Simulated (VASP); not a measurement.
Here is a VASP 6.6.1 calculation.

Contents of POSCAR:

```
ZnSe
1.0
    0.0000000000      2.8338000000      2.8338000000
    2.8338000000      0.0000000000      2.8338000000
    2.8338000000      2.8338000000      0.0000000000
Zn Se
1 1
Direct
    0.0000000000      0.0000000000      0.0000000000
    0.2500000000      0.2500000000      0.2500000000
```

File INCAR.step1:

```
PREC     = Accurate       # precision mode
ENCUT    = 520            # plane-wave cutoff, eV
ISMEAR   = 0              # smearing method
SIGMA    = 0.01           # smearing width, eV
LREAL    = False          # projectors in reciprocal space
LASPH    = True           # aspherical terms in the spheres
NELM     = 150            # most SCF steps
LDAU     = True           # DFT+U
LDAUTYPE = 2            
LDAUL    = 2 -1           # shell
LDAUU    = 3.5 0          # U, eV
LDAUJ    = 0 0          
NBANDS   = 16             # bands
GGA      = PE             # functional
ALGO     = Normal         # electronic algorithm
EDIFF    = 1E-4           # SCF threshold, eV
LWAVE    = True           # write WAVECAR
LCHARG   = False          # write CHGCAR
```

File INCAR.step2:

```
PREC     = Accurate       # precision mode
ENCUT    = 520            # plane-wave cutoff, eV
EDIFF    = 1E-6           # SCF threshold, eV
ISMEAR   = 0              # smearing method
SIGMA    = 0.01           # smearing width, eV
LREAL    = False          # projectors in reciprocal space
LASPH    = True           # aspherical terms in the spheres
NELM     = 150            # most SCF steps
ALGO     = Normal         # electronic algorithm
ISIF     = 2              # what is computed and relaxed
LWAVE    = False          # write WAVECAR
LCHARG   = False          # write CHGCAR
LDAU     = True           # DFT+U
LDAUTYPE = 2            
LDAUL    = 2 -1           # shell
LDAUU    = 3.5 0          # U, eV
LDAUJ    = 0 0          
LDAUPRINT= 1            
METAGGA  = R2SCAN         # meta-GGA
LMIXTAU  = True         
IVDW     = 12             # dispersion correction
VDW_S6   = 1.0          
VDW_S8   = 0.78981345   
VDW_A1   = 0.49484001   
VDW_A2   = 5.73083694   
NBANDS   = 16             # bands
ISTART   = 1
```

KPOINTS

```
regular mesh
0
Gamma
  3 3 3
```

Potentials or basis: VASP PAW PBE potentials, release 64 (Zn, Se).

Command:

```bash
$ cat potpaw_PBE.64/Zn/POTCAR potpaw_PBE.64/Se/POTCAR > POTCAR
$ cp INCAR.step1 INCAR
$ mpirun -np 1 vasp_std > vasp.out
$ cp INCAR.step2 INCAR
$ mpirun -np 1 vasp_std > vasp.out
```

Problem. Estimate the pressure.

Solution. -0.6 GPa.

Problem. Predict the band gap on the k mesh.

Solution. 2.04 eV, direct.

Problem. What does it give for the dispersion energy per atom?

Solution. -0.153 eV.

Eigenvalues of the final occupation matrices:
| site | spin | trace | eigenvalues |
| --- | --- | --- | --- |
| site 1 d | 1 | 4.94 | 0.98 0.98 0.99 0.99 0.99 |
| site 1 d | 2 | 4.94 | 0.98 0.98 0.99 0.99 0.99 |

Caveat: the k points lie up to 0.64 Å⁻¹ apart; three body term missing; the PAW data sets were made with another functional, which shifts forces and pressure a little.
